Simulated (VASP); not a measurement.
# Al7Ru8 (a cell with a defect) in VASP: further runs, part 2 of 2

VASP 6.6.1. The steps go on from the part before.

## (3) Single point, PBEsol

Contents of INCAR:

```
SYSTEM = Al7Ru8
PREC     = Accurate       ! precision mode
ENCUT    = 520            ! plane-wave cutoff, eV
EDIFF    = 1E-7           ! SCF threshold, eV
ISMEAR   = -1             ! smearing method
SIGMA    = 0.1            ! smearing width, eV
LREAL    = Auto         
LASPH    = .TRUE.         ! aspherical terms in the spheres
NELM     = 60             ! most SCF steps
ALGO     = Normal         ! electronic algorithm
ISIF     = 2              ! what is computed and relaxed
LWAVE    = .FALSE.        ! write WAVECAR
LCHARG   = .TRUE.         ! write CHGCAR
GGA      = PS             ! functional
LELF     = .TRUE.         ! ELF
LVHAR    = .TRUE.       
NBANDS   = 80             ! bands
```

Contents of KPOINTS:

```
Automatic mesh
0
G
  2 2 2
  0 0 0
```

Contents of POSCAR:

```
Al7Ru8
1.0
    6.0601640000      0.0000000000      0.0000000000
    0.0000000000      6.0601640000      0.0000000000
    0.0000000000      0.0000000000      6.0601640000
Ru Al
8 7
Direct
    0.2503169881      0.2627608758      0.2604320609
    0.2503174832      0.2627521301      0.7366148837
    0.2503202884      0.7389385832      0.2604297507
    0.2503217735      0.7389476588      0.7366175239
    0.7473405010      0.2325267105      0.2301954205
    0.7473380258      0.2325176348      0.7668477289
    0.7473348906      0.7691712634      0.2301929453
    0.7473327455      0.7691803390      0.7668500390
    0.0298706438      0.0008481619     -0.0014730624
    0.0015804853      0.0008423864      0.4985168718
    0.0015826304      0.5008512971     -0.0014874185
   -0.1603167835      0.5008522872      0.4985294127
    0.4692704686      0.0008550924     -0.0014691022
    0.5008182947      0.0008519571      0.4985157167
    0.5008164796      0.5008445316     -0.0014859334
```

Potentials or basis: VASP PAW PBE potentials, release 64 (Ru_pv, Al).

The run is started by

```console
$ cat potpaw_PBE.64/Ru_pv/POTCAR potpaw_PBE.64/Al/POTCAR > POTCAR
$ mpirun -np 1 vasp_std > vasp.out
```

OUTCAR:

```text
SYSTEM = Al7Ru8
   PREC = Accurate
   ENCUT = 520
   EDIFF = 1E-7
   ISMEAR = -1
   LREAL = Auto
   LASPH = .TRUE.
   NELM = 60
   ISIF = 2
   GGA = PS

 ion  position               nearest neighbor table
   1  0.250  0.263  0.260-  13 2.61   9 2.61  10 2.62  11 2.62  14 2.63  15 2.63   3 2.89   2 2.89
                             5 3.02   5 3.06   2 3.17   3 3.17  12 3.22
   2  0.250  0.263  0.737-  13 2.61   9 2.61  11 2.62  10 2.62  15 2.63  14 2.63   1 2.89   4 2.89
                             6 3.02   6 3.06   4 3.17   1 3.17  12 3.22
   3  0.250  0.739  0.260-  13 2.61   9 2.61  10 2.62  11 2.62  14 2.63  15 2.63   1 2.89   4 2.89
                             7 3.02   7 3.06   4 3.17   1 3.17  12 3.22
   4  0.250  0.739  0.737-  13 2.61   9 2.61  11 2.62  10 2.62  15 2.63  14 2.63   3 2.89   2 2.89
                             8 3.02   8 3.06   2 3.17   3 3.17  12 3.22
   5  0.747  0.233  0.230-  12 2.37  13 2.60  14 2.62  15 2.62   9 2.62  10 2.64  11 2.64   6 2.81
                             7 2.81   1 3.02   1 3.06   7 3.25   6 3.25
   6  0.747  0.233  0.767-  12 2.37  13 2.60  15 2.62  14 2.62   9 2.62  11 2.64  10 2.64   8 2.81
                             5 2.81   2 3.02   2 3.06   5 3.25   8 3.25
   7  0.747  0.769  0.230-  12 2.37  13 2.60  14 2.62  15 2.62   9 2.62  10 2.64  11 2.64   8 2.81
                             5 2.81   3 3.02   3 3.06   5 3.25   8 3.25
   8  0.747  0.769  0.767-  12 2.37  13 2.60  15 2.62  14 2.62   9 2.62  11 2.64  10 2.64   6 2.81
                             7 2.81   4 3.02   4 3.06   7 3.25   6 3.25
   9  0.030  0.001  0.999-   4 2.61   3 2.61   2 2.61   1 2.61   5 2.62   7 2.62   6 2.62   8 2.62
                            13 2.66  10 3.03  11 3.03  11 3.03  10 3.03
  10  0.002  0.001  0.499-   3 2.62   4 2.62   1 2.62   2 2.62   7 2.64   8 2.64   5 2.64   6 2.64
                            14 3.03  14 3.03   9 3.03   9 3.03  12 3.18  12 3.19
  11  0.002  0.501  0.999-   4 2.62   2 2.62   3 2.62   1 2.62   8 2.64   6 2.64   7 2.64   5 2.64
                            15 3.03  15 3.03   9 3.03   9 3.03  12 3.18  12 3.19
  12  0.840  0.501  0.499-   8 2.37   6 2.37   7 2.37   5 2.37  11 3.18  10 3.18  10 3.19  11 3.19
                             2 3.22   1 3.22   3 3.22   4 3.22
  13  0.469  0.001  0.999-   5 2.60   7 2.60   6 2.60   8 2.60   1 2.61   3 2.61   2 2.61   4 2.61
                             9 2.66  14 3.04  15 3.04  15 3.04  14 3.04
  14  0.501  0.001  0.499-   5 2.62   6 2.62   7 2.62   8 2.62   1 2.63   3 2.63   2 2.63   4 2.63
                            10 3.03  10 3.03  13 3.04  13 3.04
  15  0.501  0.501  0.999-   6 2.62   8 2.62   5 2.62   7 2.62   2 2.63   4 2.63   1 2.63   3 2.63
                            11 3.03  11 3.03  13 3.04  13 3.04

  LATTYP: Found a simple cubic cell.
 ALAT       =     6.0601640000

  Lattice vectors:

 A1 = (   6.0601640000,   0.0000000000,   0.0000000000)
 A2 = (   0.0000000000,   6.0601640000,   0.0000000000)
 A3 = (   0.0000000000,   0.0000000000,   6.0601640000)

Analysis of symmetry for initial positions (statically):
=====================================================================
 Subroutine PRICEL returns:
 Original cell was already a primitive cell.

 Routine SETGRP: Setting up the symmetry group for a
 simple cubic supercell.

 Subroutine GETGRP returns: Found  1 space group operations
 (whereof  1 operations were pure point group operations)
 out of a pool of 48 trial point group operations.

The static configuration has the point symmetry C_1 .

Analysis of symmetry for dynamics (positions and initial velocities):
=====================================================================
 Subroutine PRICEL returns:
 Original cell was already a primitive cell.

[... 112 lines left out ...]
   LSORBIT =      F    spin-orbit coupling
   LASPH  =      T    aspherical Exc in radial PAW
   ENCUT  =  520.0 eV  38.22 Ry    6.18 a.u.  11.27 11.27 11.27*2*pi/ulx,y,z
   NELM   =     60;   NELMIN=  2; NELMDL= -5     # of ELM steps
   EDIFF  = 0.1E-06   stopping-criterion for ELM
   LREAL  =      T    real-space projection
   EDIFFG = 0.1E-05   stopping-criterion for IOM
   NSW    =      0    number of steps for IOM
   IBRION =     -1    ionic relax: 0-MD 1-quasi-New 2-CG
   NFREE  =      0    steps in history (QN), initial steepest desc. (CG)
   ISIF   =      2    stress and relaxation
   ISYM   =      2    0-nonsym 1-usesym 2-fastsym
   POTIM  = 0.5000    time-step for ionic-motion
   TEBEG  =    0.0;   TEEND  =   0.0 temperature during run
   PSTRESS=    0.0 pullay stress
   NELECT =     133.0000    total number of electrons
   NUPDOWN=      -1.0000    fix difference up-down
   EMIN   =  10.00;   EMAX   =-10.00  energy-range for DOS
   EFERMI =   0.00;   METHOD = LEGACY
   ISMEAR =    -1;   SIGMA  =   0.10  broadening in eV -4-tet -1-fermi 0-gaus
   EFERMI_NEDOS =   21; number of points for ismear=-14 and -15
   IALGO  =     38    algorithm
   IMIX   =      4    mixing-type and parameters
     AMIX     =   0.40;   BMIX     =  1.00
     AMIX_MAG =   1.60;   BMIX_MAG =  1.00
  volume/ion in A,a.u.               =      14.84       100.13
  Fermi-wavevector in a.u.,A,eV,Ry     =   1.378926  2.605793 25.870625  1.901437
  Thomas-Fermi vector in A             =   2.503943
   LORBIT       =      0    0 simple, 1 ext, 2 COOP (PROOUT), +10 PAW based schemes
   GGA     = PS    functional components
   LHFCALC =     F    Hartree Fock is set to
   AEXX    =    0.0000 exact exchange contribution
   IVDW    =     0    specifies the selected vdW correction
   LEPSILON=     F    determine dielectric tensor
   LRPA    =     F    only Hartree local field effects (RPA)
 non-spin polarized calculation
  energy-cutoff  :      520.00
  volume of cell :      222.56
 maximum number of plane-waves:      6031
 NGX is ok and might be reduce to    48
   NGX = 23   NGY = 23   NGZ = 23

 number of electron     133.0000006 magnetization

 Free energy of the ion-electron system (eV)
  ---------------------------------------------------
  ext. energy  EPLUGINS =         0.00000000
  ---------------------------------------------------
  free energy    TOTEN  =      -115.23893373 eV

  energy without entropy =     -114.90354647  energy(sigma->0) =     -115.07124010

 E-fermi :   9.2251     XC(G=0): -12.2070

 val. band max:        9.2190472565   @ k =   0.5000   0.5000   0.0000
 cond. band min:       9.3048646075   @ k =   0.0000   0.0000   0.0000
 fundamental gap:      0.0858173510
 Fermi energy:         9.2251050530

 k-point     1 :       0.0000    0.0000    0.0000
  band No.  band energies     occupation
      1     -32.7853      2.00000
      2     -32.7500      2.00000
      3     -32.7401      2.00000
      4     -32.7401      2.00000
      5     -32.7106      2.00000
      6     -32.6657      2.00000
[... 637 lines left out ...]
     77      14.2378      0.00000
     78      14.4303      0.00000
 [bands above 78 left out]

------------------------ aborting loop because EDIFF is reached ----------------------------------------

  FORCE on cell =-STRESS in cart. coord.  units (eV):
  Direction    XX          YY          ZZ          XY          YZ          ZX
  --------------------------------------------------------------------------------------
  -------------------------------------------------------------------------------------
  Total      -18.4416140    -15.7240156    -15.7325208     -0.0054504      0.0059375      0.0047995
  in kB     -132.7566784   -113.1933511   -113.2545778     -0.0392359      0.0427423      0.0345501
  external PRESSURE =    -119.7348691 kB  Pullay stress =       0.0000000 kB

 VOLUME and BASIS-vectors are now :
 -----------------------------------------------------------------------------
  energy-cutoff  :      520.00
  volume of cell :      222.56
      direct lattice vectors                 reciprocal lattice vectors
     6.060164000  0.000000000  0.000000000     0.165012036  0.000000000  0.000000000
     0.000000000  6.060164000  0.000000000     0.000000000  0.165012036  0.000000000
     0.000000000  0.000000000  6.060164000     0.000000000  0.000000000  0.165012036

 POSITION                                       TOTAL-FORCE (eV/Angst)
 -----------------------------------------------------------------------------------
      1.51696      1.59237      1.57826        -0.135704     -0.001527      0.001428
      1.51697      1.59232      4.46401        -0.135665     -0.001251      0.002137
      1.51698      4.47809      1.57825        -0.136168     -0.000236      0.001368
      1.51699      4.47814      4.46402        -0.136125     -0.000626      0.002349
      4.52901      1.40915      1.39502        -0.212554      0.070173      0.071424
      4.52899      1.40909      4.64722        -0.212810      0.070710     -0.070189
      4.52897      4.66130      1.39501        -0.212266     -0.070337      0.071888
      4.52896      4.66136      4.64724        -0.212225     -0.071730     -0.070607
      0.18102      0.00514      6.05124        -0.218977      0.001131     -0.001242
      0.00958      0.00510      3.02109        -0.100974      0.000579     -0.000822
      0.00959      3.03524      6.05115        -0.101051      0.000350     -0.000697
      5.08862      3.03525      3.02117         2.095853      0.000031     -0.001432
      2.84386      0.00518      6.05126        -0.069514      0.002178     -0.002309
      3.03504      0.00516      3.02109        -0.105932      0.000166     -0.001733
      3.03503      3.03520      6.05116        -0.105890      0.000388     -0.001562
 -----------------------------------------------------------------------------------
    total drift:                                0.007301      0.003507     -0.010932

  FREE ENERGIE OF THE ION-ELECTRON SYSTEM (eV)
  ---------------------------------------------------
  free  energy   TOTEN  =      -115.2389337295 eV

  energy  without entropy=     -114.9035464706  energy(sigma->0) =     -115.07124010
```

It took 4.7 min on 1 thread of AMD EPYC 9R45 (Zen 5), shared host; peak memory 0.33 GiB.

Results:

* Free energy: -115.2389 eV
* Pressure: -12.0 GPa
* Largest force: 2.096 eV/Å
* Band gap on the k mesh: zero (an odd number of electrons rules out a gap without spin polarisation)

Forces in eV/Å, atoms in the order of the input:
```
Ru  -0.136 -0.002  0.001
Ru  -0.136 -0.001  0.002
Ru  -0.136  0.000  0.001
Ru  -0.136 -0.001  0.002
Ru  -0.213  0.070  0.071
Ru  -0.213  0.071 -0.070
Ru  -0.212 -0.070  0.072
Ru  -0.212 -0.072 -0.071
Al  -0.219  0.001 -0.001
Al  -0.101  0.001 -0.001
Al  -0.101  0.000 -0.001
Al   2.096  0.000 -0.001
Al  -0.070  0.002 -0.002
Al  -0.106  0.000 -0.002
Al  -0.106  0.000 -0.002
```

Caveat: the k points lie up to 0.52 Å⁻¹ apart, too coarse for converged energies and pressures of a metal; the PAW data sets were made with another functional, which shifts forces and pressure a little.

## (4) Single point, PBEsol

Contents of INCAR:

```
SYSTEM = Al7Ru8
PREC = Accurate
ENCUT = 520
EDIFF = 1E-6
ISMEAR = -1
SIGMA = 0.1
LREAL = Auto
LASPH = .TRUE.
NELM = 80
ALGO = Normal
ISIF = 2
LWAVE = .FALSE.
LCHARG = .FALSE.
GGA = PS
NBANDS = 80
```

Contents of KPOINTS:

```
regular mesh
0
G
  2 2 2
  0 0 0
```

Contents of POSCAR:

```
Al7Ru8
1.0
    6.0601640000      0.0000000000      0.0000000000
    0.0000000000      6.0601640000      0.0000000000
    0.0000000000      0.0000000000      6.0601640000
Ru Al
8 7
Direct
    0.2499597371      0.2626346416      0.2605195173
    0.2499602321      0.2626255659      0.7367026701
    0.2499632023      0.7388126790      0.2605168771
    0.2499641924      0.7388215896      0.7367049803
    0.7529471150      0.2324021264      0.2302841969
    0.7529469500      0.2323932158      0.7669338652
    0.7529423296      0.7690443691      0.2302815567
    0.7529421646      0.7690532797      0.7669365053
    0.0310093918      0.0007222577     -0.0013841210
   -0.0005374442      0.0007154922      0.4986039982
   -0.0005352990      0.5007248979     -0.0014009522
   -0.3394210124      0.5007244028      0.4986162091
    0.4704116918      0.0007281981     -0.0013832959
    0.4987005302      0.0007253929      0.4986033381
    0.4986985501      0.5007182974     -0.0013981470
```

The run is started by

```console
$ cat potpaw_PBE.64/Ru_pv/POTCAR potpaw_PBE.64/Al/POTCAR > POTCAR
$ mpirun -np 1 vasp_std > vasp.out
```

Wall time 3.7 min (1 thread of AMD EPYC 9R45 (Zen 5), shared host); peak memory 0.33 GiB.

Results (log left out):

```yaml
Free_energy: -115.2392 eV
Pressure: -12.0 GPa
Largest_force: 2.096 eV/Å
Band_gap_on_the_k_mesh: zero (an odd number of electrons rules out a gap without spin polarisation)
```

Forces on the atoms (eV/Å):
```
Ru   0.136 -0.001  0.001
Ru   0.136 -0.001  0.002
Ru   0.136  0.000  0.002
Ru   0.136 -0.001  0.002
Ru   0.212  0.070  0.071
Ru   0.213  0.071 -0.070
Ru   0.213 -0.070  0.072
Ru   0.212 -0.072 -0.071
Al   0.070  0.001 -0.003
Al   0.106  0.001 -0.001
Al   0.106  0.001 -0.001
Al  -2.096  0.000 -0.002
Al   0.218  0.001 -0.001
Al   0.101  0.000 -0.001
Al   0.101  0.000  0.000
```

Stress tensor (GPa, compression positive):
```
-13.28   0.00   0.00
  0.00 -11.32   0.00
  0.00   0.00 -11.33
```

Levels at points of the mesh, in eV from the Fermi level:
```tsv
k point	band 64	band 65	band 66	band 67	band 68	band 69	band 70	band 71
(0.00, 0.00, 0.00)	0.23	0.37	0.45	0.48	0.64	0.64	1.31	1.31
(0.50, 0.00, 0.00)	-0.24	-0.22	0.18	0.23	0.42	1.44	1.53	1.75
(0.00, 0.50, 0.00)	-0.28	-0.25	-0.19	0.25	0.31	1.37	1.40	1.70
(0.00, 0.00, 0.50)	-0.28	-0.25	-0.19	0.25	0.31	1.37	1.40	1.70
(0.50, 0.50, 0.00)	-0.34	-0.25	-0.16	-0.14	-0.01	0.34	0.86	1.19
(0.00, 0.50, 0.50)	-0.52	-0.41	-0.40	-0.40	-0.34	1.24	1.32	1.32
(0.50, 0.00, 0.50)	-0.34	-0.25	-0.16	-0.14	-0.01	0.34	0.86	1.19
(0.50, 0.50, 0.50)	-0.85	-0.80	-0.78	-0.78	-0.58	-0.58	-0.58	-0.38
```

Caveat: the k points lie up to 0.52 Å⁻¹ apart, too coarse for converged energies and pressures of a metal; the PAW data sets were made with another functional, which shifts forces and pressure a little.

## (5) Single point, PBEsol

Contents of INCAR:

```
SYSTEM = Al7Ru8
ALGO = Normal ; EDIFF = 1E-6
ENCUT = 520 ; GGA = PS
ISIF = 2 ; ISMEAR = -1
LASPH = .TRUE. ; LCHARG = .TRUE.
LELF = .TRUE. ; LREAL = Auto
LVHAR = .TRUE. ; LWAVE = .FALSE.
NBANDS = 80 ; NELM = 80
PREC = Accurate ; SIGMA = 0.1
```

Contents of KPOINTS:

```
k-points
0
G
  2 2 2
  0 0 0
```

Contents of POSCAR:

```
Al7Ru8
1.0
    6.0601640000      0.0000000000      0.0000000000
    0.0000000000      6.0601640000      0.0000000000
    0.0000000000      0.0000000000      6.0601640000
Ru Al
8 7
Direct
    0.2502136906      0.2605970730      0.2585885464
    0.2502138556      0.2605888223      0.7387197772
    0.2502166608      0.7407238484      0.2585859063
    0.2502176509      0.7407320990      0.7387224174
    0.7533929775      0.2401624775      0.2381521358
    0.7533933075      0.2401555469      0.7591537127
    0.7533893472      0.7611579489      0.2381499907
    0.7533900073      0.7611650444      0.7591558578
    0.0233008546      0.0006597181     -0.0013408878
   -0.0008343009      0.0006534477      0.4986483864
   -0.0008326507      0.5006613682     -0.0013557389
   -0.4259368228      0.5006607082      0.4986591122
    0.4792631025      0.0006638434     -0.0013415479
    0.4992102524      0.0006616983      0.4986475614
    0.4992084373      0.5006555928     -0.0013526037
```

The run is started by

```console
$ cat potpaw_PBE.64/Ru_pv/POTCAR potpaw_PBE.64/Al/POTCAR > POTCAR
$ mpirun -np 1 vasp_std > vasp.out
```

Run time: 3.5 min. Hardware: 1 thread of AMD EPYC 9R45 (Zen 5), shared host; peak memory 0.33 GiB.

Results (log left out):

```
Free energy            : -116.4219 eV
Pressure               : -14.7 GPa
Largest force          : 1.688 eV/Å
Band gap on the k mesh : zero (an odd number of electrons rules out a gap without spin polarisation)
```

Forces on the atoms (eV/Å):
```
Ru   0.123 -0.039 -0.036
Ru   0.123 -0.038  0.040
Ru   0.123  0.037 -0.037
Ru   0.123  0.036  0.039
Ru   0.128  0.162  0.163
Ru   0.129  0.162 -0.161
Ru   0.128 -0.162  0.163
Ru   0.128 -0.162 -0.161
Al  -0.063  0.000  0.000
Al   0.102  0.000 -0.002
Al   0.103  0.002 -0.001
Al  -1.688  0.003 -0.003
Al   0.307  0.000 -0.001
Al   0.118  0.000 -0.002
Al   0.118  0.001 -0.001
```

Stress tensor (GPa, compression positive):
```
-14.56   0.00   0.00
  0.00 -14.77   0.00
  0.00   0.00 -14.78
```

Levels at points of the mesh, in eV from the Fermi level:
```tsv
k point	band 63	band 64	band 65	band 66	band 67	band 68	band 69	band 70	band 71	band 72
(0.00, 0.00, 0.00)	0.13	0.24	0.40	0.45	0.50	0.50	0.58	1.42	1.43	1.48
(0.50, 0.00, 0.00)	-0.36	-0.35	-0.26	0.05	0.37	0.44	1.51	1.53	1.88	1.88
(0.00, 0.50, 0.00)	-0.35	-0.30	-0.28	-0.11	0.32	0.38	1.47	1.47	1.92	1.93
(0.00, 0.00, 0.50)	-0.35	-0.30	-0.28	-0.11	0.32	0.38	1.47	1.47	1.92	1.93
(0.50, 0.50, 0.00)	-0.60	-0.39	-0.31	-0.19	-0.10	-0.09	0.69	0.84	1.15	1.38
(0.00, 0.50, 0.50)	-0.69	-0.46	-0.40	-0.29	-0.24	-0.24	1.05	1.13	1.13	1.25
(0.50, 0.00, 0.50)	-0.60	-0.39	-0.31	-0.19	-0.10	-0.09	0.69	0.84	1.15	1.38
(0.50, 0.50, 0.50)	-0.92	-0.92	-0.88	-0.81	-0.74	-0.74	-0.61	-0.61	-0.48	-0.45
```

Caveat: the k points lie up to 0.52 Å⁻¹ apart, too coarse for converged energies and pressures of a metal; the PAW data sets were made with another functional, which shifts forces and pressure a little.
